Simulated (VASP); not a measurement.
Here is a VASP 6.6.1 calculation.

The input INCAR:

```
SYSTEM = V
PREC = Accurate
ENCUT = 520
EDIFF = 1E-7
ISMEAR = -1
SIGMA = 0.05
LREAL = .False.
LASPH = .True.
NELM = 150
ALGO = Normal
ISIF = 2
LWAVE = .False.
LCHARG = .False.
ISPIN = 2
MAGMOM = 1 1
LORBIT = 11
LMAXMIX = 4
GGA = PE
NBANDS = 24
```

The input KPOINTS:

```
Automatic mesh
0
Gamma
  23 23 11
  0 0 0
```

Contents of POSCAR:

```
V
1.0
    2.5763965703      0.0000000000      0.0000000000
   -1.2881982852      2.2312248801      0.0000000000
    0.0000000000      0.0000000000      4.6210514820
V
2
Direct
    0.3333333333      0.6666666667      0.2500000000
    0.6666666667      0.3333333333      0.7500000000
```

Potentials or basis: VASP PAW PBE potentials, release 64 (V_sv).

Run with:

```sh
$ cat potpaw_PBE.64/V_sv/POTCAR > POTCAR
$ mpirun -np 1 vasp_std > vasp.out
```

(1) Estimate the net moment.

(2) Estimate the band gap on the k mesh.

(3) Predict the pressure.

Results:

(1) 0.00 μB per cell.

(2) zero (filled and empty bands overlap).

(3) 8.0 GPa.

Caveat: the cell stands under pressure.
